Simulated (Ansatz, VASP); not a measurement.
Cd5O2 in VASP and in Ansatz

```
CELL_PARAMETERS angstrom
3.37272 0.00000 0.00000
-1.68636 2.92086 0.00000
0.00000 0.00000 12.63186
ATOMIC_POSITIONS crystal
Cd 0.00000 0.00000 0.00000
Cd 0.33333 0.66667 0.22178
Cd 0.66667 0.33333 0.77822
Cd 0.66667 0.33333 0.40831
Cd 0.33333 0.66667 0.59169
O 0.33333 0.66667 0.89002
O 0.66667 0.33333 0.10998
```

Alike in both runs: functional PBE; k mesh 6 × 6 × 2; occupations gaussian, width 0.2 eV; no spin polarisation.

Ansatz relaxed the structure, and its values are those at the end. VASP's run is a single point on that final structure, the one shown.

```csv
,VASP,Ansatz
version,VASP 6.6.1,Ansatz 0.2.0
potentials or method,"VASP PAW PBE potentials, release 64 (Cd, O), cutoff 520 eV","scalar-relativistic, plane waves, PAW"
valence electrons in the cell,72,112
```

|  | VASP | Ansatz | Ansatz less VASP |
| --- | --- | --- | --- |
| gap on the k mesh at the Fermi level (eV) | none | none | - |
| pressure (GPa) | 0.5 | -0.1 | -0.63 |
| rms of the force components (eV/Å) | 0.015 | 0.005 | -0.0102 |

A gap of «none» marks a metal or a gap that the smearing closes. VASP's potentials hold 72 valence electrons a cell and Ansatz's 112, so a difference there can come from the potentials and not from the codes.
